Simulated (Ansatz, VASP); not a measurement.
## Mo in VASP and in Ansatz

The input INCAR:

```
SYSTEM = Mo
  PREC = Accurate
  ENCUT = 520
  EDIFF = 1E-6
  ISMEAR = 0
  SIGMA = 0.15
  LREAL = .FALSE.
  LASPH = .TRUE.
  NELM = 100
  ALGO = Fast
  ISIF = 2
  LWAVE = .FALSE.
  LCHARG = .FALSE.
  GGA = PS
  NBANDS = 13
```

The input KPOINTS:

```
Automatic mesh
0
G
  24 24 20
  0 0 0
```

Contents of POSCAR:

```
Mo
1.0
    2.7729877995      0.0000000000      0.0000000000
   -1.3864938997      2.4014778787      0.0000000000
    0.0000000000      0.0000000000      2.4865800244
Mo
1
Direct
    0.0000000000      0.0000000000      0.5000000000
```

Input for Ansatz:

```yaml
crystal:
  lattice:
    - [2.7729877995, 0.0, 0.0]
    - [-1.3864938997, 2.4014778787, 0.0]
    - [0.0, 0.0, 2.4865800244]
  atoms:
    - { symbol: Mo, position: [0.0, 0.0, 0.5] }
basis:
  ecutwfc: 420
kpoints:
  mp_grid: { grid: [24, 24, 20] }
hamiltonian:
  xc: pbesol
scf:
  occupations: { method: gaussian, width: 0.15 }
output:
  forces: true
  stress: true
  eigenvalues: true
```

Alike in both runs: task single point; functional PBEsol; k mesh 24 × 24 × 20; occupations gaussian, width 0.15 eV; no spin polarisation.

|  | VASP | Ansatz |
| --- | --- | --- |
| version | VASP 6.6.1 | Ansatz 0.2.0 |
| potentials or method | VASP PAW PBE potentials, release 64 (Mo_sv), cutoff 520 eV | scalar-relativistic, plane waves, PAW |
| valence electrons in the cell | 14 | 14 |

|  | VASP | Ansatz | Ansatz less VASP |
| --- | --- | --- | --- |
| gap on the k mesh at the Fermi level (eV) | none | none | - |
| pressure (GPa) | -3.6 | -4.2 | -0.59 |
| traceless stress, the component that is largest in VASP (GPa) | 2.02 | 1.76 | -0.264 |

VASP's potentials were made for PBE, not for PBEsol. A gap of «none» marks a metal or a gap that the smearing closes.
